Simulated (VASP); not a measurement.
Wanted: the native input for a VASP 6.6.1 run.

- Task: single point
- Functional: revPBE
- Potentials or basis: VASP PAW PBE potentials, release 64 (Pb_d)
- Cutoff: 520 eV
- k mesh: 9 × 9 × 9
- Occupations: fermi-dirac, width 0.05 eV
- Spin: no spin polarisation
- Dipole correction: no
- Further INCAR settings: ALGO = Normal; EDIFF = 1e-06; NBANDS = 13

The structure of Pb lies in POSCAR:

```
Pb
1.0
    0.0000000000      2.4244952108      2.4244952108
    2.4244952108      0.0000000000      2.4244952108
    2.4244952108      2.4244952108      0.0000000000
Pb
1
Direct
    0.0000000000      0.0000000000      0.0000000000
```

The input as run:

INCAR

```
  ALGO = Normal
  EDIFF = 1E-6
  ENCUT = 520
  GGA = RE
  ISIF = 2
  ISMEAR = -1
  LASPH = T
  LCHARG = F
  LREAL = F
  LWAVE = F
  NBANDS = 13
  NELM = 80
  PREC = Accurate
  SIGMA = 0.05
```

KPOINTS

```
k-points
0
Gamma
  9 9 9
```

Potentials or basis: VASP PAW PBE potentials, release 64 (Pb_d).

Launch:

```bash
$ cat potpaw_PBE.64/Pb_d/POTCAR > POTCAR
$ mpirun -np 1 vasp_std > vasp.out
```

It gave:

```
Pressure               : 7.2 GPa
Band gap on the k mesh : zero (band 7 reaches 16.02 eV, above the bottom of band 8 at 6.41 eV)
```

Caveat: the PAW data sets were made with another functional, which shifts forces and pressure a little; spin-orbit coupling is left out, which moves the levels of the heavy elements.

Run time: 6.4 s on 1 thread of Intel(R) Xeon(R) 6975P-C (Granite Rapids) (shared host), peak memory 0.16 GiB.
